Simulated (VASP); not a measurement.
# LiMgCl (P6_3mc) in VASP: a series of runs

Runs on LiMgCl. Level: PBE. Tasks: single point, relaxation of cell and atoms.

All numbers are computed with VASP 6.6.1; they aren't measurements. Logs are shortened: lines on timing, memory, paths and dates and some standing lists are left out, and cuts for length are marked.

## (1) The cell of the first run

Symmetry: P6_3mc, No. 186, hexagonal system. The conventional cell has a = 5.215 Å, b = 5.215 Å, c = 6.183 Å, α = 90.00°, β = 90.00°, γ = 120.00°. Within 3.5 Å of Li (site symmetry 3m) lie 4 Cl at 2.27 to 3.12 Å and 6 Mg at 3.31 to 3.47 Å. Mg (site symmetry 3m) has 6 Cl at 3.06 to 3.94 Å and 2 Mg at 3.09 Å and 6 Li at 3.31 to 3.47 Å within 4.0 Å. Within 3.2 Å of Cl (site symmetry 3m) lie 4 Li at 2.27 to 3.12 Å and 3 Mg at 3.06 Å.

The cell was generated, and may not be a known phase.

## (2) Single point, PBE

The input, INCAR:

```
SYSTEM = LiMgCl
ALGO     = Normal         ! electronic algorithm
EDIFF    = 1E-6           ! SCF threshold, eV
ENCUT    = 520            ! plane-wave cutoff, eV
GGA      = PE             ! functional
ISIF     = 2              ! what is computed and relaxed
ISMEAR   = 0              ! smearing method
LASPH    = .True.         ! aspherical terms in the spheres
LCHARG   = .False.        ! write CHGCAR
LREAL    = .False.        ! projectors in reciprocal space
LWAVE    = .False.        ! write WAVECAR
NBANDS   = 21             ! bands
NELM     = 100            ! most SCF steps
PREC     = Accurate       ! precision mode
SIGMA    = 0.01           ! smearing width, eV
```

The input, KPOINTS:

```
k-points
0
Gamma
  12 12 6
  0 0 0
```

The input, POSCAR:

```
LiMgCl
1.0
    5.2146396573      0.0000000000      0.0000000000
   -2.6073198286      4.5160104148      0.0000000000
    0.0000000000      0.0000000000      6.1832067276
Li Mg Cl
2 2 2
Direct
    0.3333333333      0.6666666667      0.9653033642
    0.6666666667      0.3333333333      0.4653033642
    0.0000000000      0.0000000000      0.1870446560
    0.0000000000      0.0000000000      0.6870446560
    0.6666666667      0.3333333333      0.0976519798
    0.3333333333      0.6666666667      0.5976519798
```

Potentials or basis: VASP PAW PBE potentials, release 64 (Li_sv, Mg, Cl).

Launch:

```bash
> cat potpaw_PBE.64/Li_sv/POTCAR potpaw_PBE.64/Mg/POTCAR potpaw_PBE.64/Cl/POTCAR > POTCAR
> mpirun -np 1 vasp_std > vasp.out
```

OUTCAR:

```text
SYSTEM = LiMgCl
   EDIFF = 1E-6
   ENCUT = 520
   GGA = PE
   ISIF = 2
   ISMEAR = 0
   LASPH = .True.
   LREAL = .False.
   NELM = 100
   PREC = Accurate

 ion  position               nearest neighbor table
   1  0.333  0.667  0.965-   6 2.27
   2  0.667  0.333  0.465-   5 2.27
   3  0.000  0.000  0.187-   5 3.06   5 3.06   5 3.06   4 3.09   4 3.09
   4  0.000  0.000  0.687-   6 3.06   6 3.06   6 3.06   3 3.09   3 3.09
   5  0.667  0.333  0.098-   2 2.27   3 3.06   3 3.06   3 3.06
   6  0.333  0.667  0.598-   1 2.27   4 3.06   4 3.06   4 3.06

  LATTYP: Found a hexagonal cell.
 ALAT       =     5.2146396573
 C/A-ratio  =     1.1857399809

  Lattice vectors:

 A1 = (   5.2146396573,   0.0000000000,   0.0000000000)
 A2 = (  -2.6073198286,   4.5160104148,   0.0000000000)
 A3 = (   0.0000000000,   0.0000000000,   6.1832067276)

Analysis of symmetry for initial positions (statically):
=====================================================================
 Subroutine PRICEL returns:
 Original cell was already a primitive cell.

 Routine SETGRP: Setting up the symmetry group for a
 hexagonal supercell.

 Subroutine GETGRP returns: Found 12 space group operations
 (whereof  6 operations were pure point group operations)
 out of a pool of 24 trial point group operations.

The static configuration has the point symmetry C_3v.
 The point group associated with its full space group is C_6v.

Analysis of symmetry for dynamics (positions and initial velocities):
=====================================================================
 Subroutine PRICEL returns:
 Original cell was already a primitive cell.

 Routine SETGRP: Setting up the symmetry group for a
 hexagonal supercell.

 Subroutine GETGRP returns: Found 12 space group operations
 (whereof  6 operations were pure point group operations)
 out of a pool of 24 trial point group operations.

The dynamic configuration has the point symmetry C_3v.
 The point group associated with its full space group is C_6v.

 Subroutine INISYM returns: Found 12 space group operations
 (whereof  6 operations are pure point group operations),
 and found     1 'primitive' translations

----------------------------------------------------------------------------------------

                                     Primitive cell

  volume of cell :     145.6106

  direct lattice vectors                    reciprocal lattice vectors
     5.214639657  0.000000000  0.000000000     0.191767805  0.110717194  0.000000000
    -2.607319829  4.516010415  0.000000000     0.000000000  0.221434387  0.000000000
     0.000000000  0.000000000  6.183206728     0.000000000  0.000000000  0.161728379

  length of vectors
     5.214639657  5.214639657  6.183206728     0.221434387  0.221434387  0.161728379

  position of ions in fractional coordinates (direct lattice)
     0.333333333  0.666666667  0.965303364
     0.666666667  0.333333333  0.465303364
     0.000000000  0.000000000  0.187044656
     0.000000000  0.000000000  0.687044656
     0.666666667  0.333333333  0.097651980
     0.333333333  0.666666667  0.597651980

  ion indices of the primitive-cell ions
   primitive index   ion index
                 1           1
                 2           2
                 3           3
                 4           4
                 5           5
                 6           6

----------------------------------------------------------------------------------------

 KPOINTS: k-points

Automatic generation of k-mesh.
 Grid dimensions read from file:
 generate k-points for:   12   12    6

 Generating k-lattice:

  Cartesian coordinates                     Fractional coordinates (reciprocal lattice)
     0.015980650  0.009226433  0.000000000     0.083333333 -0.000000000  0.000000000
     0.000000000  0.018452866  0.000000000     0.000000000  0.083333333  0.000000000
     0.000000000  0.000000000  0.026954730     0.000000000  0.000000000  0.166666667

  Length of vectors
     0.018452866  0.018452866  0.026954730

  Shift w.r.t. Gamma in fractional coordinates (k-lattice)
     0.000000000  0.000000000  0.000000000

 Subroutine IBZKPT returns following result:
 ===========================================

 Found     76 irreducible k-points:

 Following reciprocal coordinates:
            Coordinates               Weight
  0.000000  0.000000  0.000000      1.000000
  0.083333 -0.000000  0.000000      6.000000
  0.166667 -0.000000  0.000000      6.000000
  0.250000 -0.000000  0.000000      6.000000
  0.333333 -0.000000  0.000000      6.000000
  0.416667 -0.000000  0.000000      6.000000
[... 16 lines left out ...]
  0.250000 -0.000000  0.166667     12.000000
  0.333333 -0.000000  0.166667     12.000000
 [... further k-points ...]
   k-points           NKPTS =     76   k-points in BZ     NKDIM =     76   number of bands    NBANDS=     21
   number of dos      NEDOS =    301   number of ions     NIONS =      6
   total plane-waves  NPLWV =  76800
   dimension x,y,z NGX =    40 NGY =   40 NGZ =   48
   dimension x,y,z NGXF=    80 NGYF=   80 NGZF=   96
   ions per type =               2   2   2
   NGX,Y,Z   is equivalent  to a cutoff of  12.75, 12.75, 12.91 a.u.
   NGXF,Y,Z  is equivalent  to a cutoff of  25.50, 25.50, 25.81 a.u.
 SYSTEM =  LiMgCl
   PREC   = accura    normal or accurate (medium, high low for compatibility)
   ISTART =      0    job   : 0-new  1-cont  2-samecut
   ICHARG =      2    charge: 1-file 2-atom 10-const
   ISPIN  =      1    spin polarized calculation?
   LNONCOLLINEAR =      F non collinear calculations
   LSORBIT =      F    spin-orbit coupling
   LASPH  =      T    aspherical Exc in radial PAW
   ENCUT  =  520.0 eV  38.22 Ry    6.18 a.u.   9.70  9.70 11.50*2*pi/ulx,y,z
   NELM   =    100;   NELMIN=  2; NELMDL= -5     # of ELM steps
   EDIFF  = 0.1E-05   stopping-criterion for ELM
   LREAL  =      F    real-space projection
   EDIFFG = 0.1E-04   stopping-criterion for IOM
   NSW    =      0    number of steps for IOM
   IBRION =     -1    ionic relax: 0-MD 1-quasi-New 2-CG
   NFREE  =      0    steps in history (QN), initial steepest desc. (CG)
   ISIF   =      2    stress and relaxation
   ISYM   =      2    0-nonsym 1-usesym 2-fastsym
   POTIM  = 0.5000    time-step for ionic-motion
   TEBEG  =    0.0;   TEEND  =   0.0 temperature during run
[... 20 lines left out ...]
   LRPA    =     F    only Hartree local field effects (RPA)
 non-spin polarized calculation
 Gauss-broadening in eV      SIGMA  =   0.01
  energy-cutoff  :      520.00
  volume of cell :      145.61
 maximum number of plane-waves:      3954
 NGX is ok and might be reduce to    40
   NGX = 19   NGY = 19   NGZ = 23

 number of electron      23.9999997 magnetization

 Free energy of the ion-electron system (eV)
  ---------------------------------------------------
  ext. energy  EPLUGINS =         0.00000000
  ---------------------------------------------------
  free energy    TOTEN  =       -14.34643311 eV

  energy without entropy =      -14.34643311  energy(sigma->0) =      -14.34643311

 E-fermi :   2.8924     XC(G=0):  -7.7154

 val. band max:        2.8575774870   @ k =   0.1667   0.1667   0.0000
 cond. band min:       2.9263161981   @ k =   0.5000  -0.0000   0.0000
 fundamental gap:      0.0687387111
 Fermi energy:         2.8924242853

 k-point     1 :       0.0000    0.0000    0.0000
  band No.  band energies     occupation
      1     -45.4591      2.00000
      2     -45.4590      2.00000
      3     -14.1279      2.00000
      4     -13.9821      2.00000
      5      -3.1754      2.00000
      6      -2.6162      2.00000
[... 13 lines left out ...]
     20       7.4755      0.00000
     21       7.6267      0.00000

 k-point     2 :       0.0833   -0.0000    0.0000
  band No.  band energies     occupation
      1     -45.4591      2.00000
      2     -45.4590      2.00000
      3     -14.1244      2.00000
      4     -13.9830      2.00000
      5      -3.1576      2.00000
      6      -2.6628      2.00000
[... 13 lines left out ...]
     20       7.1133      0.00000
     21       8.1587      0.00000

 k-point     3 :       0.1667   -0.0000    0.0000
  band No.  band energies     occupation
      1     -45.4591      2.00000
      2     -45.4590      2.00000
      3     -14.1144      2.00000
      4     -13.9861      2.00000
      5      -3.1072      2.00000
      6      -2.8343      2.00000
[... 13 lines left out ...]
     20       7.3341      0.00000
     21       8.8323      0.00000

 k-point     4 :       0.2500   -0.0000    0.0000
  band No.  band energies     occupation
      1     -45.4591      2.00000
      2     -45.4590      2.00000
      3     -14.0995      2.00000
      4     -13.9915      2.00000
      5      -3.0971      2.00000
      6      -3.0059      2.00000
[... 13 lines left out ...]
     20       7.8873      0.00000
     21       9.2310      0.00000

 k-point     5 :       0.3333   -0.0000    0.0000
  band No.  band energies     occupation
      1     -45.4591      2.00000
      2     -45.4590      2.00000
      3     -14.0822      2.00000
      4     -13.9992      2.00000
      5      -3.2941      2.00000
      6      -2.9185      2.00000
[... 13 lines left out ...]
     20       7.9867      0.00000
     21       8.8315      0.00000

 k-point     6 :       0.4167   -0.0000    0.0000
  band No.  band energies     occupation
      1     -45.4591      2.00000
      2     -45.4590      2.00000
      3     -14.0663      2.00000
      4     -14.0079      2.00000
      5      -3.4286      2.00000
      6      -2.8911      2.00000
[... 13 lines left out ...]
     20       7.6577      0.00000
     21       8.3209      0.00000

 k-point     7 :       0.5000   -0.0000    0.0000
  band No.  band energies     occupation
      1     -45.4591      2.00000
      2     -45.4591      2.00000
      3     -14.0589      2.00000
      4     -14.0128      2.00000
      5      -3.4750      2.00000
      6      -2.9064      2.00000
[... 13 lines left out ...]
     20       7.5050      0.00000
     21       8.1413      0.00000
[... 291 lines left out ...]
      1     -45.4591      2.00000
      2     -45.4590      2.00000
      3     -14.1185      2.00000
      4     -13.9922      2.00000
      5      -3.1278      2.00000
      6      -2.5944      2.00000
[... 13 lines left out ...]
     20       7.8164      0.00000
     21       7.9715      0.00000

 k-point    21 :       0.0833   -0.0000    0.1667
  band No.  band energies     occupation
      1     -45.4591      2.00000
      2     -45.4590      2.00000
      3     -14.1153      2.00000
      4     -13.9929      2.00000
      5      -3.1184      2.00000
      6      -2.6351      2.00000
[... 13 lines left out ...]
     20       7.4571      0.00000
     21       8.3315      0.00000

 k-point    22 :       0.1667   -0.0000    0.1667
  band No.  band energies     occupation
      1     -45.4591      2.00000
      2     -45.4590      2.00000
      3     -14.1061      2.00000
      4     -13.9950      2.00000
      5      -3.0997      2.00000
      6      -2.8022      2.00000
[... 13 lines left out ...]
     20       7.4319      0.00000
     21       8.7539      0.00000

 k-point    23 :       0.2500   -0.0000    0.1667
  band No.  band energies     occupation
      1     -45.4591      2.00000
      2     -45.4590      2.00000
      3     -14.0925      2.00000
      4     -13.9990      2.00000
      5      -3.1463      2.00000
      6      -2.9476      2.00000
[... 13 lines left out ...]
     20       7.8192      0.00000
     21       8.8277      0.00000

 k-point    24 :       0.3333   -0.0000    0.1667
  band No.  band energies     occupation
      1     -45.4591      2.00000
      2     -45.4590      2.00000
      3     -14.0768      2.00000
      4     -14.0049      2.00000
      5      -3.3050      2.00000
      6      -2.9424      2.00000
[... 13 lines left out ...]
     20       7.8676      0.00000
     21       8.7920      0.00000

 [... further k-points ...]
[... 5 lines left out ...]
  --------------------------------------------------------------------------------------
  -------------------------------------------------------------------------------------
  Total       -0.0595488     -0.0595488     -0.0617890     -0.0000000      0.0000000      0.0000000
  in kB       -0.6552251     -0.6552251     -0.6798739     -0.0000000      0.0000000      0.0000000
  external PRESSURE =      -0.6634414 kB  Pullay stress =       0.0000000 kB

 VOLUME and BASIS-vectors are now :
 -----------------------------------------------------------------------------
  energy-cutoff  :      520.00
  volume of cell :      145.61
      direct lattice vectors                 reciprocal lattice vectors
     5.214639657  0.000000000  0.000000000     0.191767805  0.110717194  0.000000000
    -2.607319829  4.516010415  0.000000000     0.000000000  0.221434387  0.000000000
     0.000000000  0.000000000  6.183206728     0.000000000  0.000000000  0.161728379

 POSITION                                       TOTAL-FORCE (eV/Angst)
 -----------------------------------------------------------------------------------
     -0.00000      3.01067      5.96867         0.000000     -0.000000      0.002368
      2.60732      1.50534      2.87707        -0.000000      0.000000      0.002368
      0.00000      0.00000      1.15654         0.000000     -0.000000     -0.001171
      0.00000      0.00000      4.24814         0.000000     -0.000000     -0.001171
      2.60732      1.50534      0.60380         0.000000     -0.000000     -0.001196
     -0.00000      3.01067      3.69541        -0.000000      0.000000     -0.001196
 -----------------------------------------------------------------------------------
    total drift:                               -0.000000     -0.000000      0.001285

  FREE ENERGIE OF THE ION-ELECTRON SYSTEM (eV)
  ---------------------------------------------------
  free  energy   TOTEN  =       -14.3464331135 eV

  energy  without entropy=      -14.3464331130  energy(sigma->0) =      -14.34643311
```

It took 88 s on 1 thread of Intel Xeon 6975P-C (Granite Rapids), shared host; peak memory 0.4 GiB.

What came out:

```
Free energy            : -14.3464 eV
Band gap on the k mesh : 0.07 eV (least direct gap 0.35 eV)
```

Forces on the atoms (eV/Å):
```
Li   0.000  0.000  0.002
Li   0.000  0.000  0.002
Mg   0.000  0.000 -0.001
Mg   0.000  0.000 -0.001
Cl   0.000  0.000 -0.001
Cl   0.000  0.000 -0.001
```

Caveat: the cutoff is under 1.25 times the usual one of these potentials, so pressure, stress and relaxed cells hold a basis-set (Pulay) error; semilocal functionals underestimate gaps, and a narrow one can read as zero.

## (3) Relaxation of cell and atoms, PBE

This run uses another cell than the first one, of 23.81 Å³/atom.

The input, INCAR:

```
SYSTEM = LiMgCl
ALGO     = Normal         ! electronic algorithm
EDIFF    = 1E-6           ! SCF threshold, eV
EDIFFG   = -0.01          ! ionic threshold
ENCUT    = 600            ! plane-wave cutoff, eV
GGA      = PE             ! functional
IBRION   = 2              ! ionic algorithm
ISIF     = 3              ! what is computed and relaxed
ISMEAR   = 0              ! smearing method
LASPH    = .True.         ! aspherical terms in the spheres
LCHARG   = .False.        ! write CHGCAR
LREAL    = .False.        ! projectors in reciprocal space
LWAVE    = .False.        ! write WAVECAR
NELM     = 100            ! most SCF steps
NSW      = 100            ! ionic steps
PREC     = Accurate       ! precision mode
SIGMA    = 0.01           ! smearing width, eV
```

KPOINTS is that of step 2.

The input, POSCAR:

```
LiMgCl
1.0
    5.1568269630      0.0000000000      0.0000000000
   -2.5784134815      4.4659431529      0.0000000000
    0.0000000000      0.0000000000      6.2042619216
Li Mg Cl
2 2 2
Direct
    0.3333333333      0.6666666667      0.9647976780
    0.6666666667      0.3333333333      0.4647976780
    0.0000000000      0.0000000000      0.1858286322
    0.0000000000      0.0000000000      0.6858286322
    0.6666666667      0.3333333333      0.0993736898
    0.3333333333      0.6666666667      0.5993736898
```

Potentials or basis: VASP PAW PBE potentials, release 64 (Li_sv, Mg, Cl).

Launch:

```bash
> cat potpaw_PBE.64/Li_sv/POTCAR potpaw_PBE.64/Mg/POTCAR potpaw_PBE.64/Cl/POTCAR > POTCAR
> mpirun -np 1 vasp_std > vasp.out
```

Run time: 7 min. Hardware: 1 thread of Intel Xeon 6975P-C (Granite Rapids), shared host; peak memory 0.45 GiB.

It converged, with:

```yaml
Free_energy: -14.3454 eV
Relaxed_volume: 24.22 Å³/atom
Relaxed_cell: a = 5.208 Å, b = 5.208 Å, c = 6.189 Å, α = 90.00°, β = 90.00°, γ = 120.00°
Space_group_after_relaxing_to_0.1_Å: P6_3mc (No. 186)
Energy_gained_by_relaxing: 0.5 meV/atom
Ionic_steps: 10
Pressure_after_relaxing: 0.0 GPa
Largest_force_after_relaxing: 0.005 eV/Å
Band_gap_on_the_k_mesh: 0.07 eV (least direct gap 0.35 eV)
```

Forces on the atoms (eV/Å):
```
Li   0.000  0.000  0.002
Li   0.000  0.000  0.002
Mg   0.000  0.000  0.003
Mg   0.000  0.000  0.003
Cl   0.000  0.000 -0.005
Cl   0.000  0.000 -0.005
```

Step by step:
```
step  energy change (eV)  largest force (eV/Å)  pressure (GPa)  volume (Å³)
   1              0.0000                0.0267            0.28       142.88
   2             -0.0013                0.0096            0.15       143.74
   3             -0.0019                0.0172           -0.02       144.86
   4             -0.0023                0.0049           -0.02       145.06
   5             -0.0025                0.0092           -0.01       145.22
   6             -0.0024                0.0293            0.00       145.55
   7             -0.0026                0.0158           -0.01       145.33
   8             -0.0026                0.0165           -0.01       145.34
   9             -0.0026                0.0132           -0.01       145.35
  10             -0.0028                0.0054           -0.02       145.35
```

Final structure:
```cif
data_structure
_symmetry_space_group_name_H-M 'P 1'
_symmetry_Int_Tables_number 1
_cell_length_a 5.2076
_cell_length_b 5.2076
_cell_length_c 6.1887
_cell_angle_alpha 90.000
_cell_angle_beta 90.000
_cell_angle_gamma 120.000
_cell_volume 145.35
loop_
_atom_site_label
_atom_site_type_symbol
_atom_site_fract_x
_atom_site_fract_y
_atom_site_fract_z
_atom_site_occupancy
Li1 Li 0.33333 0.66667 0.96535 1
Li2 Li 0.66667 0.33333 0.46535 1
Mg1 Mg 0.00000 0.00000 0.18642 1
Mg2 Mg 0.00000 0.00000 0.68642 1
Cl1 Cl 0.66667 0.33333 0.09823 1
Cl2 Cl 0.33333 0.66667 0.59823 1
```

Levels at points of the mesh, in eV from the valence-band top:
```
           k point  band 9  band 10  band 11  band 12  band 13  band 14  band 15  band 16
(0.00, 0.00, 0.00)   -5.18    -5.00    -3.66    -0.47     0.86     1.20     1.20     2.75
(0.50, 0.00, 0.00)   -5.32    -5.13    -1.83    -0.37     0.07     1.56     1.68     2.45
(0.00, 0.00, 0.50)   -5.33    -5.33    -2.34    -2.34     1.48     1.48     1.48     1.48
(0.50, 0.00, 0.50)   -5.21    -5.21    -1.56    -1.56     1.04     1.04     2.42     2.42
```

Caveat: the cutoff is under 1.25 times the usual one of these potentials, so pressure, stress and relaxed cells hold a basis-set (Pulay) error; semilocal functionals underestimate gaps, and a narrow one can read as zero. A k mesh can miss the band edges.
